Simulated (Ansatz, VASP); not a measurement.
# Two plane-wave programs on TaMo2C3

Contents of INCAR:

```
SYSTEM = TaMo2C3
PREC = Accurate
ENCUT = 600
EDIFF = 1E-6
ISMEAR = 0
SIGMA = 0.1
LREAL = .FALSE.
LASPH = .TRUE.
NELM = 80
ALGO = Normal
ISIF = 3
LWAVE = .FALSE.
LCHARG = .FALSE.
GGA = PE
IBRION = 2
NSW = 90
EDIFFG = -0.04
```

File KPOINTS:

```
Automatic mesh
0
G
  6 6 6
  0 0 0
```

The input POSCAR:

```
TaMo2C3
1.0
   -2.0946740200      2.0946740200      4.9618358100
    2.0946740200     -2.0946740200      4.9618358100
    2.0946740200      2.0946740200     -4.9618358100
Ta Mo C
1 2 3
Direct
    0.8570880600      0.8570880600      0.0000000000
    0.6428947400      0.1428947400      0.5000000000
    0.1428947400      0.6428947400      0.5000000000
    0.5203949300      0.5203949300      0.0000000000
    0.8987427400      0.3987427400      0.5000000000
    0.3987427400      0.8987427400      0.5000000000
```

Input for Ansatz:

```yaml
crystal:
  lattice:
    - [-2.09467402, 2.09467402, 4.96183581]
    - [2.09467402, -2.09467402, 4.96183581]
    - [2.09467402, 2.09467402, -4.96183581]
  atoms:
    - { symbol: Ta, position: [0.85708806, 0.85708806, 0.0] }
    - { symbol: Mo, position: [0.64289474, 0.14289474, 0.5] }
    - { symbol: Mo, position: [0.14289474, 0.64289474, 0.5] }
    - { symbol: C, position: [0.52039493, 0.52039493, 0.0] }
    - { symbol: C, position: [0.89874274, 0.39874274, 0.5] }
    - { symbol: C, position: [0.39874274, 0.89874274, 0.5] }
basis:
  ecutwfc: 420
kpoints:
  mp_grid: { grid: [6, 6, 6] }
hamiltonian:
  xc: pbe
scf:
  occupations: { method: gaussian, width: 0.1 }
  lower_state_search: "off"
output:
  forces: true
  stress: true
  eigenvalues: true
relax:
  adjacent_minimum: "off"
  f_tol: 0.04
  max_steps: 70
  cell: { stress_tol: 0.4 }
```

Alike in both runs: task relaxation of cell and atoms; functional PBE; k mesh 6 × 6 × 6; occupations gaussian, width 0.1 eV; no spin polarisation.

```csv
,VASP,Ansatz
version,VASP 6.6.1,Ansatz 0.2.0
potentials or method,"VASP PAW PBE potentials, release 64 (Ta_pv, Mo_sv, C), cutoff 600 eV","scalar-relativistic, plane waves, PAW"
valence electrons in the cell,51,53
```

Ansatz gave:

| Item | Value |
| --- | --- |
| gap on the k mesh at the Fermi level, each at its own relaxed structure (eV) | none |
| relaxed volume (Å³/atom) | 12.99 |
| relaxed cell length with the largest relative difference (Å) | 5.177 |

**Question.** Which values does VASP return?

**Answer.** gap on the k mesh at the Fermi level, each at its own relaxed structure (eV): none; relaxed volume (Å³/atom): 13.00; relaxed cell length with the largest relative difference (Å): 5.177.

A gap of «none» marks a metal or a gap that the smearing closes. VASP's potentials hold 51 valence electrons a cell and Ansatz's 53, so a difference there can come from the potentials and not from the codes.

Neither program's run includes spin-orbit coupling.
